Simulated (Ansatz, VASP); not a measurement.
Two plane-wave programs on TiO2

```
Ti O
1.0
     4.59125    0.00000    0.00000
     0.00000    4.59125    0.00000
     0.00000    0.00000    2.93899
Ti O
2 4
Direct
  0.01259 0.98741 0.96782
  0.50000 0.50000 0.50000
  0.30444 0.30444 0.00000
  0.19556 0.80444 0.50000
  0.69556 0.69556 0.00000
  0.80444 0.19556 0.50000
```

Alike in both runs: task single point; functional PBEsol; k mesh 6 × 6 × 10; occupations gaussian, width 0.05 eV; no spin polarisation.

|  | VASP | Ansatz |
| --- | --- | --- |
| version | VASP 6.6.1 | Ansatz 0.2.0 |
| potentials or method | VASP PAW PBE potentials, release 64 (Ti_sv, O), cutoff 520 eV | scalar-relativistic, plane waves, PAW |
| valence electrons in the cell | 48 | 48 |

|  | VASP | Ansatz | Ansatz less VASP |
| --- | --- | --- | --- |
| gap on the k mesh at the Fermi level (eV) | 1.80 | 1.83 | +0.025 |
| least direct gap on the mesh (eV) | 1.85 | 1.88 | +0.027 |
| pressure (GPa) | 1.8 | 1.1 | -0.70 |
| traceless stress, the component that is largest in VASP (GPa) | 1.55 | 1.51 | -0.040 |
| rms of the force components (eV/Å) | 0.568 | 0.557 | -0.0105 |

VASP's potentials were made for PBE, not for PBEsol. Atom by atom the forces differ by 0.021 eV/Å (rms over components).
